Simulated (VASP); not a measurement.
# Sc (Fd-3m) in VASP: settings compared, part 2 of 2

VASP 6.6.1. The steps go on from the part before.

## (4) Single point, PBEsol (24.53 Å³/atom)

This run uses another cell than the first one, of 24.53 Å³/atom.

File INCAR:

```
ALGO = Normal
EDIFF = 1E-6
ENCUT = 520
GGA = PS
ISIF = 2
ISMEAR = -1
LASPH = T
LCHARG = T
LELF = T
LREAL = F
LVHAR = T
LWAVE = F
NBANDS = 18
NELM = 80
PREC = Accurate
SIGMA = 0.05
```

File KPOINTS:

```
k-points
0
Gamma
  11 11 11
```

File POSCAR:

```
Sc
1.0
    0.0000000000      2.9055548950      2.9055548950
    2.9055548950      0.0000000000      2.9055548950
    2.9055548950      2.9055548950      0.0000000000
Sc
2
Direct
   -0.1250000000     -0.1250000000     -0.1250000000
    0.1250000000      0.1250000000      0.1250000000
```

Potentials or basis: VASP PAW PBE potentials, release 64 (Sc_sv).

On the command line:

```
$ cat potpaw_PBE.64/Sc_sv/POTCAR > POTCAR
$ mpirun -np 1 vasp_std > vasp.out
```

OUTCAR:

```text
EDIFF = 1E-6
   ENCUT = 520
   GGA = PS
   ISIF = 2
   ISMEAR = -1
   LASPH = T
   LREAL = F
   NELM = 80
   PREC = Accurate

 ion  position               nearest neighbor table
   1  0.875  0.875  0.875-   2 2.52   2 2.52   2 2.52   2 2.52
   2  0.125  0.125  0.125-   1 2.52   1 2.52   1 2.52   1 2.52

  LATTYP: Found a face centered cubic cell.
 ALAT       =     5.8111097900

  Lattice vectors:

 A1 = (   0.0000000000,   2.9055548950,   2.9055548950)
 A2 = (   2.9055548950,   0.0000000000,   2.9055548950)
 A3 = (   2.9055548950,   2.9055548950,   0.0000000000)

Analysis of symmetry for initial positions (statically):
=====================================================================
 Subroutine PRICEL returns:
 Original cell was already a primitive cell.

 Routine SETGRP: Setting up the symmetry group for a
 face centered cubic supercell.

 Subroutine GETGRP returns: Found 48 space group operations
 (whereof 12 operations were pure point group operations)
 out of a pool of 48 trial point group operations.

[... 153 lines left out ...]
 number of electron      21.9999994 magnetization

 Free energy of the ion-electron system (eV)
  ---------------------------------------------------
  ext. energy  EPLUGINS =         0.00000000
  ---------------------------------------------------
  free energy    TOTEN  =        -9.04822398 eV

  energy without entropy =       -9.01659052  energy(sigma->0) =       -9.03240725

 E-fermi :   3.3747     XC(G=0):  -9.7950

 val. band max:        3.3728713116   @ k =  -0.3636   0.3636   0.0000
 cond. band min:       3.3895748548   @ k =  -0.3636   0.3636   0.1818
 fundamental gap:      0.0167035432
 Fermi energy:         3.3746630404

 k-point     1 :       0.0000    0.0000    0.0000
  band No.  band energies     occupation
      1     -46.0633      2.00000
      2     -45.3772      2.00000
      3     -25.0297      2.00000
      4     -25.0297      2.00000
      5     -25.0297      2.00000
      6     -24.1050      2.00000
[... 481 lines left out ...]
      5     -24.9730      2.00000
      6     -24.1673      2.00000
[... 10 lines left out ...]
     17       5.8945      0.00000
     18       7.5721      0.00000

 [... further k-points ...]
[... 5 lines left out ...]
  --------------------------------------------------------------------------------------
  -------------------------------------------------------------------------------------
  Total        0.8595724      0.8595724      0.8595724     -0.0000000      0.0000000     -0.0000000
  in kB       28.0721566     28.0721566     28.0721566     -0.0000000      0.0000000     -0.0000000
  external PRESSURE =      28.0721566 kB  Pullay stress =       0.0000000 kB

 VOLUME and BASIS-vectors are now :
 -----------------------------------------------------------------------------
  energy-cutoff  :      520.00
  volume of cell :       49.06
      direct lattice vectors                 reciprocal lattice vectors
     0.000000000  2.905554895  2.905554895    -0.172084169  0.172084169  0.172084169
     2.905554895  0.000000000  2.905554895     0.172084169 -0.172084169  0.172084169
     2.905554895  2.905554895  0.000000000     0.172084169  0.172084169 -0.172084169

 POSITION                                       TOTAL-FORCE (eV/Angst)
 -----------------------------------------------------------------------------------
      5.08472      5.08472      5.08472         0.000000      0.000000      0.000000
      0.72639      0.72639      0.72639        -0.000000     -0.000000     -0.000000
 -----------------------------------------------------------------------------------
    total drift:                                0.000000      0.000000     -0.000000

  FREE ENERGIE OF THE ION-ELECTRON SYSTEM (eV)
  ---------------------------------------------------
  free  energy   TOTEN  =        -9.0482239788 eV

  energy  without entropy=       -9.0165905218  energy(sigma->0) =       -9.03240725
```

stdout:

```text
POSCAR found type information on POSCAR Sc
 POSCAR found :  1 types and       2 ions
 scaLAPACK will be used
 -----------------------------------------------------------------------------
|                                                                             |
|                                                                             |
|     You enforced a specific xc type in the INCAR file but a different       |
|     I HOPE YOU KNOW WHAT YOU ARE DOING!                                     |
|                                                                             |
 -----------------------------------------------------------------------------

 LDA part: xc-table for (Slater+PW92), standard interpolation
 POSCAR, INCAR and KPOINTS ok, starting setup
 FFT: planning ... GRIDC
 FFT: planning ... GRID_SOFT
 FFT: planning ... GRID
 WAVECAR not read
 entering main loop
```

Run time: 53 s. Hardware: 1 thread of Intel Xeon 8259CL, shared host; peak memory 0.19 GiB.

What came out:

| Item | Value |
| --- | --- |
| Free energy | -9.0482 eV |
| Pressure | 2.8 GPa |
| Band gap on the k mesh | zero (bands 11 and 12 overlap by 0.81 eV) |

Levels at points of the mesh, in eV from the Fermi level:
```csv
k point,band 9,band 10,band 11,band 12,band 13,band 14
"(0.00, 0.00, 0.00)",-4.52,-0.28,-0.28,0.40,0.40,0.40
```

Caveat: the PAW data sets were made with another functional, which shifts forces and pressure a little.

## (5) Summary

| level | U | cell | smearing | gap on the mesh (eV) | pressure (GPa) |
| --- | --- | --- | --- | --- | --- |
| PBEsol | - | a = 3.930 Å, angles 60.0°, 2 atoms | fermi-dirac 0.05 eV | none | 5.2 |
| PBEsol+U | Sc d U = 4.0 eV | a = 3.261 Å, angles 60.0°, 2 atoms | tetrahedron | none | 122.5 |
| PBEsol | - | a = 4.109 Å, angles 60.0°, 2 atoms | fermi-dirac 0.05 eV | none | 2.8 |

Alike in all rows: task single point; potentials or basis VASP PAW PBE potentials, release 64 (Sc_sv); no spin polarisation; k mesh 11 × 11 × 11; cutoff (eV) 520.

Caveats: the PAW data sets were made with another functional, which shifts forces and pressure a little; the cell stands under pressure (at least some runs); atoms lie so close that the PAW spheres overlap strongly, which falsifies energies and pressures (at least some runs); U without spin polarisation on a metal has little footing (at least some runs); the U is typed as a test and isn't derived for this compound (at least some runs).

Absolute energies hang on the potentials; compare differences alone.
